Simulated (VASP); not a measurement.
**C: single point with r2SCAN**

The system is C.

```
C
1.0
     0.00000   -1.75786   -1.75786
    -1.75786    0.00000   -1.75786
     1.75786    1.75786   -3.51573
C
4
Direct
  0.72491 0.78234 0.75000
  0.27509 0.21766 0.25000
  0.34991 0.40734 0.87500
  0.90009 0.84266 0.37500
```

This cell differs from its parent crystal: atoms displaced along a vibrational mode, the cell strained.

```json
{"Program": "VASP 6.6.1", "Task": "single point", "Functional": "r2SCAN", "Potentials or basis": "VASP PAW PBE potentials, release 64 (C)", "Cutoff": "520 eV", "k mesh": "12 × 12 × 10", "Occupations": "gaussian, width 0.05 eV", "Spin": "no spin polarisation"}
```

```yaml
Pressure: 19.3 GPa
Largest_force: 1.044 eV/Å
Band_gap_on_the_k_mesh: 4.32 eV
```

Forces in eV/Å, atoms in the order of the input:
```
C    0.795 -0.642  0.213
C   -0.811  0.605 -0.149
C    0.811 -0.605  0.149
C   -0.795  0.642 -0.213
```

Stress tensor (GPa, compression positive):
```
18.14  0.59 -0.11
 0.59 19.15  0.24
-0.11  0.24 20.56
```

Levels at points of the mesh, in eV from the valence-band top:
```csv
k point,band 6,band 7,band 8,band 9,band 10,band 11
"(0.00, 0.00, 0.00)",-0.23,-0.14,0.00,5.84,5.89,5.92
"(0.50, 0.00, 0.00)",-7.37,-5.45,-5.43,6.35,6.44,11.28
"(0.00, 0.50, 0.00)",-7.33,-5.48,-5.44,6.32,6.44,11.14
"(0.50, 0.50, 0.00)",-6.95,-3.32,-3.08,4.93,5.21,8.92
"(0.00, 0.00, 0.50)",-2.19,-1.84,-1.84,7.58,7.75,8.26
"(0.50, 0.00, 0.50)",-6.99,-3.26,-3.08,4.81,5.10,8.87
"(0.00, 0.50, 0.50)",-6.96,-3.21,-3.08,4.72,5.02,8.95
"(0.50, 0.50, 0.50)",-7.45,-5.41,-5.40,6.40,6.43,11.72
```

Wall time 11 min on 1 thread of Oxide Virtual Turin-like Processor, with other jobs on the host, peak memory 0.24 GiB.

Caveat: the cell differs from its parent crystal (atoms displaced along a vibrational mode, the cell strained); the cell stands under pressure; the PAW data sets were made with another functional, which shifts forces and pressure a little. A k mesh can miss the band edges.
